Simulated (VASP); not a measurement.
A run of VASP 6.6.1:

File INCAR:

```
SYSTEM = NaF
  PREC = Accurate
  ENCUT = 520
  EDIFF = 1E-6
  ISMEAR = 0
  SIGMA = 0.05
  LREAL = .FALSE.
  LASPH = .TRUE.
  NELM = 100
  ALGO = Normal
  ISIF = 2
  LWAVE = .FALSE.
  LCHARG = .TRUE.
  GGA = PE
  LELF = .TRUE.
  LVHAR = .TRUE.
  NBANDS = 14
```

KPOINTS

```
Automatic mesh
0
G
  8 8 8
  0 0 0
```

POSCAR

```
NaF
1.0
    0.0000000000      2.2884505000      2.2884505000
    2.2884505000      0.0000000000      2.2884505000
    2.2884505000      2.2884505000      0.0000000000
Na F
1 1
Direct
    0.0000000000      0.0000000000      0.0000000000
    0.5000000000      0.5000000000      0.5000000000
```

Potentials or basis: VASP PAW PBE potentials, release 64 (Na_pv, F).

The run is started by

```console
$ cat potpaw_PBE.64/Na_pv/POTCAR potpaw_PBE.64/F/POTCAR > POTCAR
$ mpirun -np 1 vasp_std > vasp.out
```

Hardware: 1 thread of Intel Xeon 6975P-C (shared host).

Estimate the wall time of this run.

Run time: 17 s on 1 thread of Intel Xeon 6975P-C, on a shared host, peak memory 0.1 GiB. Counts: scf iterations 12, k points 29.
